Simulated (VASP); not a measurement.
Input of a VASP 6.6.1 run:

File INCAR:

```
SYSTEM = MgO
PREC = Accurate
ENCUT = 520
EDIFF = 1E-6
ISMEAR = 0
SIGMA = 0.05
LREAL = .False.
LASPH = .True.
NELM = 60
ALGO = Normal
ISIF = 2
LWAVE = .False.
LCHARG = .False.
GGA = PE
NBANDS = 26
```

KPOINTS

```
regular mesh
0
Gamma
  8 8 8
  0 0 0
```

POSCAR

```
MgO
1.0
    3.5213164963      0.0000000000      0.0000000000
    1.7606582482     -3.0495495405     -4.2393824239
    1.7606582481      3.0495495406     -4.2393824239
Mg O
4 4
Direct
    0.8721390335      0.4611943000      0.7945276330
    0.3778609665      0.9554723666      0.2888057004
    0.1249999999      0.5468805516      0.2031194486
    0.6250000001      0.0364527818      0.7135472180
    0.6250000000      0.7057064313      0.0442935687
    0.1250000000      0.2109602353      0.5390397647
    0.3753096571      0.2913570095      0.9580236763
    0.8746903429      0.7919763239      0.4586429903
```

Potentials or basis: VASP PAW PBE potentials, release 64 (Mg, O).

Run with:

```console
$ cat potpaw_PBE.64/Mg/POTCAR potpaw_PBE.64/O/POTCAR > POTCAR
$ mpirun -np 1 vasp_std > vasp.out
```

Question: Predict the pressure.

Answer: -0.5 GPa.

Question: Predict the largest force.

Answer: 0.686 eV/Å.

Question: What does it give for the band gap on the k mesh?

Answer: 3.20 eV.

Stress tensor (GPa, compression positive):
```
-0.42  0.00  0.00
 0.00 -0.59  0.00
 0.00  0.00 -0.62
```

Caveat: the cell differs from its parent crystal (atoms displaced along a vibrational mode). A k mesh can miss the band edges.
